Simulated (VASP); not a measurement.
Input of a VASP 6.6.1 run:

Contents of INCAR:

```
PREC = Accurate
ENCUT = 520
EDIFF = 1E-6
ISMEAR = 0
SIGMA = 0.02
LREAL = False
LASPH = True
NELM = 150
ALGO = Normal
ISIF = 2
LWAVE = False
LCHARG = False
ISPIN = 2
MAGMOM = 2.88 0.32
LORBIT = 11
LMAXMIX = 4
LDAU = True
LDAUTYPE = 2
LDAUL = 2 -1
LDAUU = 3.32 0
LDAUJ = 0 0
LDAUPRINT = 1
GGA = PE
NBANDS = 18
```

File KPOINTS:

```
regular mesh
0
Gamma
  10 10 10
```

The input POSCAR:

```
CoO
1.0
    2.6612513074      0.0000000000      0.0000000000
    0.0000000000      2.6612513074      0.0000000000
    0.0000000000      0.0000000000      2.6612513074
Co O
1 1
Direct
    0.0000000000      0.0000000000      0.0000000000
    0.5000000000      0.5000000000      0.5000000000
```

Potentials or basis: VASP PAW PBE potentials, release 64 (Co, O).

Launch:

```bash
$ cat potpaw_PBE.64/Co/POTCAR potpaw_PBE.64/O/POTCAR > POTCAR
$ mpirun -np 1 vasp_std > vasp.out
```

(1) What does it give for the pressure?

(2) Estimate the net moment.

## Answers

(1) -3.8 GPa.

(2) 3.00 μB per cell.

Caveat: the cell stands under tension; a cell with one magnetic atom can't hold antiferromagnetic order, which such compounds often take.
